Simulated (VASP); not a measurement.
Wanted: the native input for a VASP 6.6.1 run.

```
Task                   : single point
Functional             : PBEsol
Potentials or basis    : VASP PAW PBE potentials, release 64 (Ga_d, As)
Cutoff                 : 520 eV
k mesh                 : 12 × 12 × 12
Occupations            : gaussian, width 0.02 eV
Spin                   : no spin polarisation
Dipole correction      : no
Further INCAR settings : ALGO = Normal; EDIFF = 1e-06; NBANDS = 16
```

The structure of GaAs lies in POSCAR:

```
GaAs
1.0
    0.0000000000      2.8291375013      2.8291375013
    2.8291375013      0.0000000000      2.8291375013
    2.8291375013      2.8291375013      0.0000000000
Ga As
1 1
Direct
    0.0000000000      0.0000000000      0.0000000000
    0.2500000000      0.2500000000      0.2500000000
```

These files were run (other wordings do the same):

INCAR

```
PREC = Accurate ; ENCUT = 520
EDIFF = 1E-6 ; ISMEAR = 0
SIGMA = 0.02 ; LREAL = F
LASPH = T ; NELM = 100
ALGO = Normal ; ISIF = 2
LWAVE = F ; LCHARG = T
GGA = PS ; LELF = T
LVHAR = T ; NBANDS = 16
```

KPOINTS

```
Automatic mesh
0
Gamma
  12 12 12
```

Potentials or basis: VASP PAW PBE potentials, release 64 (Ga_d, As).

The run is started by

```bash
$ cat potpaw_PBE.64/Ga_d/POTCAR potpaw_PBE.64/As/POTCAR > POTCAR
$ mpirun -np 1 vasp_std > vasp.out
```

Results of the run:

```yaml
Pressure: 0.2 GPa
Band_gap_on_the_k_mesh: 0.44 eV, direct
```

Caveat: the PAW data sets were made with another functional, which shifts forces and pressure a little.

Wall time 50 s on 1 thread of Intel(R) Xeon(R) Platinum 8259CL CPU @ 2.50GHz (Skylake/Cascade Lake) (shared host), peak memory 0.2 GiB.
